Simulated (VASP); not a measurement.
# InSb (Pmmn) in VASP: a series of runs

The runs below take InSb through single point, with PBE.

All numbers are computed with VASP 6.6.1; they aren't measurements. Logs are shortened: lines on timing, memory, paths and dates and some standing lists are left out, and cuts for length are marked.

## Step 1: The cell of the first run

Symmetry: Pmmn, No. 59, orthorhombic system. Conventional cell: a = 5.357 Å, b = 5.712 Å, c = 3.002 Å, α = 90.00°, β = 90.00°, γ = 90.00°. In (site symmetry mm2) has 8 Sb at 2.72 to 3.80 Å and 6 In at 3.00 to 3.92 Å within 4.0 Å. Sb (site symmetry mm2) has 8 In at 2.72 to 3.80 Å and 2 Sb at 3.00 Å within 3.8 Å.

## Step 2: Single point, PBE (zz strain of -2 %)

Contents of INCAR:

```
  PREC = Accurate
  ENCUT = 520
  EDIFF = 1E-7
  ISMEAR = -1
  SIGMA = 0.08
  LREAL = F
  LASPH = T
  NELM = 60
  ALGO = Normal
  ISIF = 2
  LWAVE = F
  LCHARG = F
  GGA = PE
  NBANDS = 26
```

Contents of KPOINTS:

```
Automatic mesh
0
Gamma
  6 6 11
```

Contents of POSCAR:

```
InSb
1.0
    5.3570000000      0.0000000000      0.0000000000
    0.0000000000      5.7120000000      0.0000000000
    0.0000000000      0.0000000000      3.0017400000
In Sb
2 2
Direct
    0.0000000000      0.0000000000      0.0000000000
    0.5000000000      0.5000000000      0.0000000000
    0.5000000000      0.0000000000      0.8350000000
    0.0000000000      0.5000000000      0.1650000000
```

Potentials or basis: VASP PAW PBE potentials, release 64 (In_d, Sb).

Launch:

```
$ cat potpaw_PBE.64/In_d/POTCAR potpaw_PBE.64/Sb/POTCAR > POTCAR
$ mpirun -np 1 vasp_std > vasp.out
```

OUTCAR:

```text
PREC = Accurate
   ENCUT = 520
   EDIFF = 1E-7
   ISMEAR = -1
   LREAL = F
   LASPH = T
   NELM = 60
   ISIF = 2
   GGA = PE

 ion  position               nearest neighbor table
   1  0.000  0.000  0.000-   3 2.72   3 2.72   4 2.90   4 2.90   3 3.67   3 3.67   4 3.80   4 3.80
                             2 3.92   2 3.92   2 3.92   2 3.92
   2  0.500  0.500  0.000-   4 2.72   4 2.72   3 2.90   3 2.90   4 3.67   4 3.67   3 3.80   3 3.80
                             1 3.92   1 3.92   1 3.92   1 3.92
   3  0.500  0.000  0.835-   1 2.72   1 2.72   2 2.90   2 2.90   1 3.67   1 3.67   2 3.80   2 3.80

   4  0.000  0.500  0.165-   2 2.72   2 2.72   1 2.90   1 2.90   2 3.67   2 3.67   1 3.80   1 3.80

  LATTYP: Found a simple orthorhombic cell.
 ALAT       =     3.0017400000
 B/A-ratio  =     1.7846315804
 C/A-ratio  =     1.9028963201

  Lattice vectors:

 A1 = (   0.0000000000,   0.0000000000,   3.0017400000)
 A2 = (   5.3570000000,   0.0000000000,   0.0000000000)
 A3 = (   0.0000000000,   5.7120000000,   0.0000000000)

Analysis of symmetry for initial positions (statically):
=====================================================================
 Subroutine PRICEL returns:
 Original cell was already a primitive cell.

 Routine SETGRP: Setting up the symmetry group for a
 simple orthorhombic supercell.

 Subroutine GETGRP returns: Found  8 space group operations
 (whereof  4 operations were pure point group operations)
 out of a pool of  8 trial point group operations.

The static configuration has the point symmetry C_2v.
 The point group associated with its full space group is D_2h.

Analysis of symmetry for dynamics (positions and initial velocities):
=====================================================================
 Subroutine PRICEL returns:
 Original cell was already a primitive cell.

 Routine SETGRP: Setting up the symmetry group for a
 simple orthorhombic supercell.

 Subroutine GETGRP returns: Found  8 space group operations
 (whereof  4 operations were pure point group operations)
 out of a pool of  8 trial point group operations.

The dynamic configuration has the point symmetry C_2v.
 The point group associated with its full space group is D_2h.

 Subroutine INISYM returns: Found  8 space group operations
 (whereof  4 operations are pure point group operations),
 and found     1 'primitive' translations

----------------------------------------------------------------------------------------

                                     Primitive cell

  volume of cell :      91.8508
[... 93 lines left out ...]
   EDIFF  = 0.1E-06   stopping-criterion for ELM
   LREAL  =      F    real-space projection
   EDIFFG = 0.1E-05   stopping-criterion for IOM
   NSW    =      0    number of steps for IOM
   IBRION =     -1    ionic relax: 0-MD 1-quasi-New 2-CG
   NFREE  =      0    steps in history (QN), initial steepest desc. (CG)
   ISIF   =      2    stress and relaxation
   ISYM   =      2    0-nonsym 1-usesym 2-fastsym
   POTIM  = 0.5000    time-step for ionic-motion
   TEBEG  =    0.0;   TEEND  =   0.0 temperature during run
   PSTRESS=    0.0 pullay stress
   NELECT =      36.0000    total number of electrons
   NUPDOWN=      -1.0000    fix difference up-down
   EMIN   =  10.00;   EMAX   =-10.00  energy-range for DOS
   EFERMI =   0.00;   METHOD = LEGACY
   ISMEAR =    -1;   SIGMA  =   0.08  broadening in eV -4-tet -1-fermi 0-gaus
   EFERMI_NEDOS =   21; number of points for ismear=-14 and -15
   IALGO  =     38    algorithm
   IMIX   =      4    mixing-type and parameters
     AMIX     =   0.40;   BMIX     =  1.00
     AMIX_MAG =   1.60;   BMIX_MAG =  1.00
  volume/ion in A,a.u.               =      22.96       154.96
  Fermi-wavevector in a.u.,A,eV,Ry     =   1.198068  2.264020 19.529343  1.435366
  Thomas-Fermi vector in A             =   2.333966
   LORBIT       =      0    0 simple, 1 ext, 2 COOP (PROOUT), +10 PAW based schemes
   GGA     = PE    functional components
   LHFCALC =     F    Hartree Fock is set to
   AEXX    =    0.0000 exact exchange contribution
   IVDW    =     0    specifies the selected vdW correction
   LEPSILON=     F    determine dielectric tensor
   LRPA    =     F    only Hartree local field effects (RPA)
 non-spin polarized calculation
  energy-cutoff  :      520.00
  volume of cell :       91.85
 maximum number of plane-waves:      2500
 NGX is ok and might be reduce to    40
   NGX = 19   NGY = 21   NGZ = 11

 number of electron      36.0000003 magnetization

 Free energy of the ion-electron system (eV)
  ---------------------------------------------------
  ext. energy  EPLUGINS =         0.00000000
  ---------------------------------------------------
  free energy    TOTEN  =       -12.01513961 eV

  energy without entropy =      -11.98999040  energy(sigma->0) =      -12.00256501

 E-fermi :   9.8700     XC(G=0): -10.8129

 val. band max:        9.8276454825   @ k =   0.1667   0.3333   0.4545
 cond. band min:       9.8845058070   @ k =   0.1667   0.5000   0.4545
 fundamental gap:      0.0568603245
 Fermi energy:         9.8699959133

 k-point     1 :       0.0000    0.0000    0.0000
  band No.  band energies     occupation
      1      -5.5311      2.00000
      2      -5.5229      2.00000
      3      -5.4001      2.00000
      4      -5.1482      2.00000
      5      -5.1328      2.00000
      6      -4.9863      2.00000
[... 685 lines left out ...]
     25      17.3562      0.00000
     26      17.3562      0.00000

 [... further k-points ...]

------------------------ aborting loop because EDIFF is reached ----------------------------------------

  FORCE on cell =-STRESS in cart. coord.  units (eV):
  Direction    XX          YY          ZZ          XY          YZ          ZX
  --------------------------------------------------------------------------------------
  -------------------------------------------------------------------------------------
  Total       18.0058552      9.1609375      7.2175098      0.0000000      0.0000000      0.0000000
  in kB      314.0808221    159.7966178    125.8969035      0.0000000      0.0000000      0.0000000
  external PRESSURE =     199.9247811 kB  Pullay stress =       0.0000000 kB

 VOLUME and BASIS-vectors are now :
 -----------------------------------------------------------------------------
  energy-cutoff  :      520.00
  volume of cell :       91.85
      direct lattice vectors                 reciprocal lattice vectors
     5.357000000  0.000000000  0.000000000     0.186671645  0.000000000  0.000000000
     0.000000000  5.712000000  0.000000000     0.000000000  0.175070028  0.000000000
     0.000000000  0.000000000  3.001740000     0.000000000  0.000000000  0.333140112

 POSITION                                       TOTAL-FORCE (eV/Angst)
 -----------------------------------------------------------------------------------
      0.00000      0.00000      0.00000         0.000000      0.000000      0.253647
      2.67850      2.85600      0.00000         0.000000      0.000000     -0.253647
      2.67850      0.00000      2.50645         0.000000      0.000000     -0.711631
      0.00000      2.85600      0.49529         0.000000      0.000000      0.711631
 -----------------------------------------------------------------------------------
    total drift:                               -0.000000      0.000000     -0.000000

  FREE ENERGIE OF THE ION-ELECTRON SYSTEM (eV)
  ---------------------------------------------------
  free  energy   TOTEN  =       -12.0151396111 eV

  energy  without entropy=      -11.9899903989  energy(sigma->0) =      -12.00256501
```

It took 85 s on 1 thread of AMD EPYC 9R45 (Zen 5), shared host; peak memory 0.3 GiB.

What came out:

| Property | Result |
| --- | --- |
| Free energy | -12.0151 eV |
| Pressure | 20.0 GPa |
| Largest force | 0.712 eV/Å |
| Band gap on the k mesh | zero (bands 18 and 19 overlap by 3.23 eV) |

Forces on the atoms (eV/Å):
```
In   0.000  0.000  0.254
In   0.000  0.000 -0.254
Sb   0.000  0.000 -0.712
Sb   0.000  0.000  0.712
```

Caveat: the cell differs from its parent crystal (zz strain of -2 %); the stress differs along the axes, from 13 to 31 GPa; spin-orbit coupling is left out, which moves the levels of the heavy elements.

## Step 3: Single point, PBE (zz strain of +1 %)

Contents of INCAR:

```
SYSTEM = InSb
PREC     = Accurate       ! precision mode
ENCUT    = 520            ! plane-wave cutoff, eV
EDIFF    = 1E-7           ! SCF threshold, eV
ISMEAR   = -1             ! smearing method
SIGMA    = 0.08           ! smearing width, eV
LREAL    = .False.        ! projectors in reciprocal space
LASPH    = .True.         ! aspherical terms in the spheres
NELM     = 80             ! most SCF steps
ALGO     = Normal         ! electronic algorithm
ISIF     = 2              ! what is computed and relaxed
LWAVE    = .False.        ! write WAVECAR
LCHARG   = .True.         ! write CHGCAR
GGA      = PE             ! functional
LELF     = .True.         ! ELF
LVHAR    = .True.       
NBANDS   = 26             ! bands
```

Contents of KPOINTS:

```
Automatic mesh
0
Gamma
  6 6 11
  0 0 0
```

Changes to POSCAR since step 2:

```diff
@@ -4,3 +4,3 @@
     0.0000000000      5.7120000000      0.0000000000
-    0.0000000000      0.0000000000      3.0017400000
+    0.0000000000      0.0000000000      3.0936300000
 In Sb
```

Potentials or basis: VASP PAW PBE potentials, release 64 (In_d, Sb).

Launch:

```
$ cat potpaw_PBE.64/In_d/POTCAR potpaw_PBE.64/Sb/POTCAR > POTCAR
$ mpirun -np 1 vasp_std > vasp.out
```

OUTCAR:

```text
SYSTEM = InSb
   PREC = Accurate
   ENCUT = 520
   EDIFF = 1E-7
   ISMEAR = -1
   LREAL = .False.
   LASPH = .True.
   NELM = 80
   ISIF = 2
   GGA = PE

 ion  position               nearest neighbor table
   1  0.000  0.000  0.000-   3 2.73   3 2.73   4 2.90   4 2.90   3 3.72   3 3.72   4 3.85   4 3.85
                             2 3.92   2 3.92   2 3.92   2 3.92
   2  0.500  0.500  0.000-   4 2.73   4 2.73   3 2.90   3 2.90   4 3.72   4 3.72   3 3.85   3 3.85
                             1 3.92   1 3.92   1 3.92   1 3.92
   3  0.500  0.000  0.835-   1 2.73   1 2.73   2 2.90   2 2.90   1 3.72   1 3.72   2 3.85   2 3.85

   4  0.000  0.500  0.165-   2 2.73   2 2.73   1 2.90   1 2.90   2 3.72   2 3.72   1 3.85   1 3.85

  LATTYP: Found a simple orthorhombic cell.
 ALAT       =     3.0936300000
 B/A-ratio  =     1.7316227215
 C/A-ratio  =     1.8463746473

  Lattice vectors:

 A1 = (   0.0000000000,   0.0000000000,   3.0936300000)
 A2 = (   5.3570000000,   0.0000000000,   0.0000000000)
 A3 = (   0.0000000000,   5.7120000000,   0.0000000000)

Analysis of symmetry for initial positions (statically):
=====================================================================
 Subroutine PRICEL returns:
[... 180 lines left out ...]
 cond. band min:       9.4296480730   @ k =   0.1667   0.5000   0.0909
 fundamental gap:      0.0117343067
 Fermi energy:         9.4216324562

 k-point     1 :       0.0000    0.0000    0.0000
  band No.  band energies     occupation
      1      -5.8786      2.00000
      2      -5.8476      2.00000
      3      -5.7144      2.00000
      4      -5.5315      2.00000
      5      -5.5133      2.00000
      6      -5.3725      2.00000
[... 685 lines left out ...]
     25      16.4301      0.00000
     26      16.4301      0.00000

 [... further k-points ...]

------------------------ aborting loop because EDIFF is reached ----------------------------------------

  FORCE on cell =-STRESS in cart. coord.  units (eV):
  Direction    XX          YY          ZZ          XY          YZ          ZX
  --------------------------------------------------------------------------------------
  -------------------------------------------------------------------------------------
  Total       17.3035884      8.2330933      4.4403617      0.0000000      0.0000000      0.0000000
  in kB      292.8657222    139.3462881     75.1537600      0.0000000      0.0000000      0.0000000
  external PRESSURE =     169.1219234 kB  Pullay stress =       0.0000000 kB

 VOLUME and BASIS-vectors are now :
 -----------------------------------------------------------------------------
  energy-cutoff  :      520.00
  volume of cell :       94.66
      direct lattice vectors                 reciprocal lattice vectors
     5.357000000  0.000000000  0.000000000     0.186671645  0.000000000  0.000000000
     0.000000000  5.712000000  0.000000000     0.000000000  0.175070028  0.000000000
     0.000000000  0.000000000  3.093630000     0.000000000  0.000000000  0.323244861

 POSITION                                       TOTAL-FORCE (eV/Angst)
 -----------------------------------------------------------------------------------
      0.00000      0.00000      0.00000         0.000000      0.000000      0.283191
      2.67850      2.85600      0.00000         0.000000      0.000000     -0.283191
      2.67850      0.00000      2.58318         0.000000      0.000000     -0.779576
      0.00000      2.85600      0.51045         0.000000      0.000000      0.779576
 -----------------------------------------------------------------------------------
    total drift:                               -0.000000      0.000000     -0.000000

  FREE ENERGIE OF THE ION-ELECTRON SYSTEM (eV)
  ---------------------------------------------------
  free  energy   TOTEN  =       -12.1885539651 eV

  energy  without entropy=      -12.1554845344  energy(sigma->0) =      -12.17201925
```

OSZICAR:

```text
N       E                     dE             d eps       ncg     rms          rms(c)
DAV:   1     0.298964072800E+03    0.29896E+03   -0.15889E+04  4994   0.156E+03
DAV:   2     0.136582132133E+02   -0.28531E+03   -0.27866E+03  5134   0.381E+02
DAV:   3    -0.113589328549E+02   -0.25017E+02   -0.24543E+02  6366   0.127E+02
DAV:   4    -0.122761779284E+02   -0.91725E+00   -0.91372E+00  5898   0.247E+01
DAV:   5    -0.123287371379E+02   -0.52559E-01   -0.52553E-01  7806   0.545E+00    0.672E+00
DAV:   6    -0.122080065453E+02    0.12073E+00   -0.22539E-01  6924   0.754E+00    0.372E+00
DAV:   7    -0.121901017320E+02    0.17905E-01   -0.10019E-01  7058   0.352E+00    0.711E-01
DAV:   8    -0.121884004160E+02    0.17013E-02   -0.13306E-02  6544   0.143E+00    0.372E-01
DAV:   9    -0.121885572199E+02   -0.15680E-03   -0.10083E-03  6722   0.222E-01    0.864E-02
DAV:  10    -0.121885488757E+02    0.83442E-05   -0.41428E-05  6948   0.638E-02    0.332E-02
DAV:  11    -0.121885545248E+02   -0.56491E-05   -0.83232E-06  6064   0.254E-02    0.164E-02
DAV:  12    -0.121885546512E+02   -0.12641E-06   -0.57945E-07  5684   0.652E-03    0.383E-03
DAV:  13    -0.121885539836E+02    0.66758E-06   -0.13704E-07  3560   0.423E-03    0.152E-03
DAV:  14    -0.121885539651E+02    0.18513E-07   -0.29691E-08  2774   0.189E-03
   1 F= -.12188554E+02 E0= -.12172019E+02  d E =-.330694E-01
```

Wall time 88 s (1 thread of AMD EPYC 9R45 (Zen 5), shared host); peak memory 0.31 GiB.

Results:

```yaml
Free_energy: -12.1886 eV
Pressure: 16.9 GPa
Largest_force: 0.780 eV/Å
Band_gap_on_the_k_mesh: zero (bands 18 and 19 overlap by 3.40 eV)
```

Forces on the atoms (eV/Å):
```
In   0.000  0.000  0.283
In   0.000  0.000 -0.283
Sb   0.000  0.000 -0.780
Sb   0.000  0.000  0.780
```

Stress tensor (GPa, compression positive):
```
29.29  0.00  0.00
 0.00 13.93  0.00
 0.00  0.00  7.52
```

Levels at points of the mesh, in eV from the Fermi level:
```csv
k point,band 16,band 17,band 18,band 19,band 20,band 21
"(0.00, 0.00, 0.00)",-2.90,-2.55,-2.15,3.10,4.09,4.11
"(0.50, 0.00, 0.00)",-4.41,1.05,1.05,4.24,4.24,4.62
"(0.00, 0.50, 0.00)",-4.58,-0.31,-0.31,3.93,3.93,4.34
"(0.50, 0.50, 0.00)",-0.38,1.38,1.38,2.49,2.49,2.82
```

Caveat: the cell differs from its parent crystal (zz strain of +1 %); the stress differs along the axes, from 8 to 29 GPa; spin-orbit coupling is left out, which moves the levels of the heavy elements.

(Part 1 of 2 ends here.)

The gap in the log of VASP goes by the Fermi energy; the results here count the filled bands.